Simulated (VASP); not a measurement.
AlRu, 2 atoms in the cell. Symmetry: Pm-3m, No. 221, cubic system. Conventional cell: a = 3.031 Å, b = 3.031 Å, c = 3.031 Å, α = 90.00°, β = 90.00°, γ = 90.00°. Within 3.5 Å of Al (site symmetry m-3m) lie 8 Ru at 2.62 Å and 6 Al at 3.03 Å. Within 3.5 Å of Ru (site symmetry m-3m) lie 8 Al at 2.62 Å and 6 Ru at 3.03 Å.  This cell differs from its parent crystal: volume scaled by 1.04.

```yaml
Program: VASP 6.6.1
Task: electric field gradients
Functional: PBEsol
Potentials_or_basis: VASP PAW PBE potentials, release 64 (Al, Ru_pv)
Cutoff: 520 eV
k_mesh: 12 × 12 × 12
Occupations: fermi-dirac, width 0.05 eV
Spin: no spin polarisation
Dipole_correction: no
Further_INCAR_settings: ALGO = Normal; EDIFF = 1e-08; NBANDS = 16
```

Potentials or basis: VASP PAW PBE potentials, release 64 (Al, Ru_pv).

Command:

```bash
$ cat potpaw_PBE.64/Al/POTCAR potpaw_PBE.64/Ru_pv/POTCAR > POTCAR
$ mpirun -np 1 vasp_std > vasp.out
```

Hardware: 1 thread of Intel(R) Xeon(R) Platinum 8259CL CPU @ 2.50GHz (Skylake/Cascade Lake) (shared host).

Question: How long does it take, and how much memory?

Answer: Run time: 40 s on 1 thread of Intel(R) Xeon(R) Platinum 8259CL CPU @ 2.50GHz (Skylake/Cascade Lake), on a shared host, peak memory 0.16 GiB. Counts: scf iterations 13, k points 84.
